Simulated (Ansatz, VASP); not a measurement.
## SrCl2: VASP beside Ansatz

The input INCAR:

```
PREC = Accurate ; ENCUT = 520
EDIFF = 1E-7 ; ISMEAR = 0
SIGMA = 0.02 ; LREAL = False
LASPH = True ; NELM = 100
ALGO = Normal ; ISIF = 2
LWAVE = False ; LCHARG = False
GGA = PE ; NBANDS = 19
```

KPOINTS

```
Automatic mesh
0
Gamma
  6 6 6
```

POSCAR

```
SrCl2
1.0
    0.0000000000      3.4855000000      3.4855000000
    3.4855000000      0.0000000000      3.4855000000
    3.4855000000      3.4855000000      0.0000000000
Sr Cl
1 2
Direct
    0.0000000000      0.0000000000      0.0000000000
    0.2500000000      0.2500000000      0.2500000000
    0.7715177163      0.7715177163      0.7284822837
```

Input for Ansatz:

```yaml
crystal:
  lattice:
    - [0.0, 3.4855, 3.4855]
    - [3.4855, 0.0, 3.4855]
    - [3.4855, 3.4855, 0.0]
  atoms:
    - { symbol: Sr, position: [0.0, 0.0, 0.0] }
    - { symbol: Cl, position: [0.25, 0.25, 0.25] }
    - { symbol: Cl, position: [0.7715177163, 0.7715177163, 0.7284822837] }
basis:
  ecutwfc: 420
kpoints:
  mp_grid: { grid: [6, 6, 6] }
hamiltonian:
  xc: pbe
scf:
  occupations: { method: gaussian, width: 0.02 }
output:
  forces: true
  stress: true
  eigenvalues: true
```

Change from the starting cell: one atom moved.

Alike in both runs: task single point; functional PBE; k mesh 6 × 6 × 6; occupations gaussian, width 0.02 eV; no spin polarisation.

```csv
,VASP,Ansatz
version,VASP 6.6.1,Ansatz 0.2.0
potentials or method,"VASP PAW PBE potentials, release 64 (Sr_sv, Cl), cutoff 520 eV","scalar-relativistic, plane waves, PAW"
valence electrons in the cell,24,24
```

```tsv
	VASP	Ansatz	Ansatz less VASP
gap on the k mesh at the Fermi level (eV)	5.31	5.32	+0.005
least direct gap on the mesh (eV)	5.49	5.49	+0.003
pressure (GPa)	1.4	1.3	-0.09
traceless stress, the component that is largest in VASP (GPa)	0.74	0.71	-0.028
rms of the force components (eV/Å)	0.175	0.173	-0.0024
```

Atom by atom the forces differ by 0.003 eV/Å (rms over components).
